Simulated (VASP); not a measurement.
Wanted: the native input for a VASP 6.6.1 run.

```
Task                   : single point
Functional             : LDA
Potentials or basis    : VASP PAW LDA potentials, release 64 (Te)
Cutoff                 : 520 eV
k mesh                 : 9 × 9 × 9
Occupations            : fermi-dirac, width 0.1 eV
Spin                   : no spin polarisation
Dipole correction      : no
Further INCAR settings : ALGO = Normal; EDIFF = 1e-06; NBANDS = 13
```

The structure of Te lies in POSCAR:

```
Te
1.0
    0.0000000000      3.5461524000      3.5461524000
    3.5461524000      0.0000000000      3.5461524000
    3.5461524000      3.5461524000      0.0000000000
Te
2
Direct
    0.1250000000      0.1250000000      0.1250000000
    0.8750000000      0.8750000000      0.8750000000
```

This isn't the form of Te at room conditions, which is trigonal, of chains.

The input as run:

INCAR

```
PREC     = Accurate       # precision mode
ENCUT    = 520            # plane-wave cutoff, eV
EDIFF    = 1E-6           # SCF threshold, eV
ISMEAR   = -1             # smearing method
SIGMA    = 0.1            # smearing width, eV
LREAL    = F              # projectors in reciprocal space
LASPH    = T              # aspherical terms in the spheres
NELM     = 80             # most SCF steps
ALGO     = Normal         # electronic algorithm
ISIF     = 2              # what is computed and relaxed
LWAVE    = F              # write WAVECAR
LCHARG   = F              # write CHGCAR
NBANDS   = 13             # bands
```

KPOINTS

```
regular mesh
0
Gamma
  9 9 9
```

Potentials or basis: VASP PAW LDA potentials, release 64 (Te).

Command:

```bash
$ cat potpaw_LDA.64/Te/POTCAR > POTCAR
$ mpirun -np 1 vasp_std > vasp.out
```

Results of the run:

```yaml
Pressure: -1.1 GPa
Band_gap_on_the_k_mesh: zero (bands 6 and 7 overlap by 0.93 eV)
```

Caveat: spin-orbit coupling is left out, which moves the levels of the heavy elements.

Run time: 50 s on 1 thread of Intel Xeon 8259CL, on a shared host, peak memory 0.2 GiB.
